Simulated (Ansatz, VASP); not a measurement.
## C in VASP and in Ansatz

```xyz
12
Lattice="1.7801 -1.7801 0.0000 1.7801 0.0000 -1.7801 7.2649 7.2649 7.2649" Properties=species:S:1:pos:R:3 pbc="T T T"
C     4.3022    0.7420    0.7420
C     0.7420    0.7420    0.7420
C     4.3022    2.5221    2.5221
C     7.8625    4.3022    4.3022
C     7.8625    2.5221    2.5221
C     7.8625    6.0824    6.0824
C     5.1923    1.6320    1.6320
C     5.1923   -0.1481   -0.1481
C     5.1923    3.4122    3.4122
C     8.7526    5.1923    5.1923
C     5.1923    5.1923    5.1923
C     1.6320   -0.1481   -0.1481
```

Alike in both runs: task single point; functional r2SCAN; k mesh 10 × 10 × 2; occupations gaussian, width 0.05 eV; no spin polarisation.

|  | VASP | Ansatz |
| --- | --- | --- |
| version | VASP 6.6.1 | Ansatz 0.2.0 |
| potentials or method | VASP PAW PBE potentials, release 64 (C_h), cutoff 1430 eV | scalar-relativistic, plane waves, PAW |
| valence electrons in the cell | 48 | 48 |

Ansatz gave:

* gap on the k mesh at the Fermi level (eV): 4.06
* least direct gap on the mesh (eV): 4.87
* pressure (GPa): -5.8
* traceless stress, the component that is largest in VASP (GPa): -4.97
* rms of the force components (eV/Å): 0.559

Question: Which values does VASP return?

Answer: gap on the k mesh at the Fermi level (eV): 4.06; least direct gap on the mesh (eV): 4.87; pressure (GPa): -6.4; traceless stress, the component that is largest in VASP (GPa): -4.97; rms of the force components (eV/Å): 0.558.

VASP's potentials were made for PBE, not for r2SCAN. Atom by atom the forces differ by 0.002 eV/Å (rms over components).
